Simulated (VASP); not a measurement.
Write the native input for VASP 6.6.1 that does the following.

- Task: single point
- Functional: PBE
- Potentials or basis: VASP PAW PBE potentials, release 64 (Hf_pv, N)
- Cutoff: 520 eV
- k mesh: 9 × 9 × 9
- Occupations: fermi-dirac, width 0.1 eV
- Spin: no spin polarisation
- Dipole correction: no
- Further INCAR settings: ALGO = Normal; EDIFF = 1e-06; NBANDS = 14

The structure of HfN lies in POSCAR:

```
HfN
1.0
    0.0000000000      2.2709408328      2.2709408328
    2.2709408328      0.0000000000      2.2709408328
    2.2709408328      2.2709408328      0.0000000000
Hf N
1 1
Direct
    0.0000000000      0.0000000000      0.0000000000
    0.5000000000      0.5000000000      0.5000000000
```

The input as run:

INCAR

```
SYSTEM = HfN
PREC     = Accurate       ! precision mode
ENCUT    = 520            ! plane-wave cutoff, eV
EDIFF    = 1E-6           ! SCF threshold, eV
ISMEAR   = -1             ! smearing method
SIGMA    = 0.1            ! smearing width, eV
LREAL    = .FALSE.        ! projectors in reciprocal space
LASPH    = .TRUE.         ! aspherical terms in the spheres
NELM     = 100            ! most SCF steps
ALGO     = Normal         ! electronic algorithm
ISIF     = 2              ! what is computed and relaxed
LWAVE    = .FALSE.        ! write WAVECAR
LCHARG   = .FALSE.        ! write CHGCAR
GGA      = PE             ! functional
NBANDS   = 14             ! bands
```

KPOINTS

```
regular mesh
0
G
  9 9 9
  0 0 0
```

Potentials or basis: VASP PAW PBE potentials, release 64 (Hf_pv, N).

Run with:

```bash
$ cat potpaw_PBE.64/Hf_pv/POTCAR potpaw_PBE.64/N/POTCAR > POTCAR
$ mpirun -np 1 vasp_std > vasp.out
```

Results of the run:

| Item | Value |
| --- | --- |
| Pressure | -1.3 GPa |

Run time: 9.4 s on 1 thread of Intel Xeon 6975P-C, on a shared host, peak memory 0.14 GiB.
